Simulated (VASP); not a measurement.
Here is a VASP 6.6.1 calculation.

File POSCAR:

```
PbF2
1.0
    0.0000000000      2.9606022787      2.9606022787
    2.9606022787      0.0000000000      2.9606022787
    2.9606022787      2.9606022787      0.0000000000
Pb F
1 2
Direct
    0.0000000000      0.0000000000      0.0000000000
    0.7500000000      0.7500000000      0.7500000000
    0.2500000000      0.2500000000      0.2500000000
```

INCAR.step1

```
SYSTEM = PbF2
ALGO = Normal ; EDIFF = 1E-5
ENCUT = 660 ; GGA = PE
GGA_COMPAT = .FALSE. ; ISMEAR = -1
LASPH = .TRUE. ; LCHARG = .FALSE.
LREAL = .FALSE. ; LWAVE = .TRUE.
NBANDS = 21 ; NELM = 120
PREC = Accurate ; SIGMA = 0.05
```

Contents of INCAR.step2:

```
SYSTEM = PbF2
ALGO = Normal ; EDIFF = 1E-6
ENCUT = 660 ; GGA_COMPAT = .FALSE.
ISIF = 2 ; ISMEAR = -1
ISTART = 1 ; LASPH = .TRUE.
LCHARG = .FALSE. ; LMIXTAU = .TRUE.
LREAL = .FALSE. ; LWAVE = .FALSE.
METAGGA = R2SCAN ; NBANDS = 21
NELM = 120 ; PREC = Accurate
SIGMA = 0.05
```

Contents of KPOINTS:

```
k-points
0
G
  8 8 8
  0 0 0
```

Potentials or basis: VASP PAW PBE potentials, release 64 (Pb_d, F).

Run with:

```console
$ cat potpaw_PBE.64/Pb_d/POTCAR potpaw_PBE.64/F/POTCAR > POTCAR
$ cp INCAR.step1 INCAR
$ mpirun -np 1 vasp_std > vasp.out
$ cp INCAR.step2 INCAR
$ mpirun -np 1 vasp_std > vasp.out
```

Q: What does it give for the pressure?

A: -0.2 GPa.

Q: Predict the band gap on the k mesh.

A: 4.93 eV (least direct gap 5.08 eV).

Caveat: the PAW data sets were made with another functional, which shifts forces and pressure a little; spin-orbit coupling is left out, which moves the levels of the heavy elements. r2SCAN opens gaps a little over a GGA but as a rule still falls short of measured ones.
